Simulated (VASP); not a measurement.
CuAu:

```
Au Cu
1.0
     1.43337    0.82756    4.22760
    -1.43337    0.82756    4.22760
     0.00000   -1.65511    4.22760
Au Cu
1 1
Direct
  0.00000 0.00000 0.00000
  0.50000 0.50000 0.50000
```

Base run:

```yaml
Program: VASP 6.6.1
Functional: r2SCAN
Potentials_or_basis: VASP PAW PBE potentials, release 64 (Au, Cu)
Cutoff: 520 eV
k_mesh: 11 × 11 × 11
Occupations: fermi-dirac, width 0.05 eV
Spin: no spin polarisation
```

Its results: band gap on the k mesh zero (band 11 reaches 10.38 eV, above the bottom of band 12 at 5.90 eV); pressure -1.8 GPa.

Task: After a change of settings the same cell gave: band gap on the k mesh zero (band 11 reaches 10.39 eV, above the bottom of band 12 at 6.15 eV); pressure 2.5 GPa. Which change was it?
A. functional from r2SCAN to PBEsol; further incar settings from ALGO = Normal; EDIFF = 1e-06; NBANDS = 18 to ALGO = Fast; EDIFF = 1e-06; NBANDS = 18
B. functional from r2SCAN to PBE
C. further incar settings from ALGO = Normal; EDIFF = 1e-06; NBANDS = 18 to ALGO = Normal; EDIFF = 1e-07; NBANDS = 18
D. functional from r2SCAN to LDA; potentials or basis from VASP PAW PBE potentials, release 64 (Au, Cu) to VASP PAW LDA potentials, release 64 (Au, Cu)

Result: B.

Caveats: spin-orbit coupling is left out, which moves the levels of the heavy elements; the PAW data sets were made with another functional, which shifts forces and pressure a little (some runs).
